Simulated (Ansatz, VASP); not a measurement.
# ZnSnN in VASP and in Ansatz

```
CELL_PARAMETERS angstrom
4.53630 0.00000 0.00000
-2.26815 3.92855 0.00000
0.00000 0.00000 5.73685
ATOMIC_POSITIONS crystal
Zn 0.33333 0.66667 0.25000
Zn 0.66667 0.33333 0.75000
Sn 0.33333 0.66667 0.75000
Sn 0.66667 0.33333 0.25000
N 0.00000 0.00000 0.00000
N 0.00000 0.00000 0.50000
```

Change from the starting cell: species swapped into the NdCuSi type (P6_3/mmc, No. 194).

Alike in both runs: functional PBE; k mesh 12 × 12 × 6; occupations gaussian, width 0.1 eV; no spin polarisation.

Ansatz relaxed the structure, and its values are those at the end. VASP's run is a single point on that final structure, the one shown.

|  | VASP | Ansatz |
| --- | --- | --- |
| version | VASP 6.6.1 | Ansatz 0.2.0 |
| potentials or method | VASP PAW PBE potentials, release 64 (Zn, Sn_d, N), cutoff 520 eV | scalar-relativistic, plane waves, PAW |
| valence electrons in the cell | 62 | 62 |

|  | VASP | Ansatz | Ansatz less VASP |
| --- | --- | --- | --- |
| gap on the k mesh at the Fermi level (eV) | none | none | - |
| pressure (GPa) | 0.0 | 0.0 | +0.02 |

A gap of «none» marks a metal or a gap that the smearing closes.
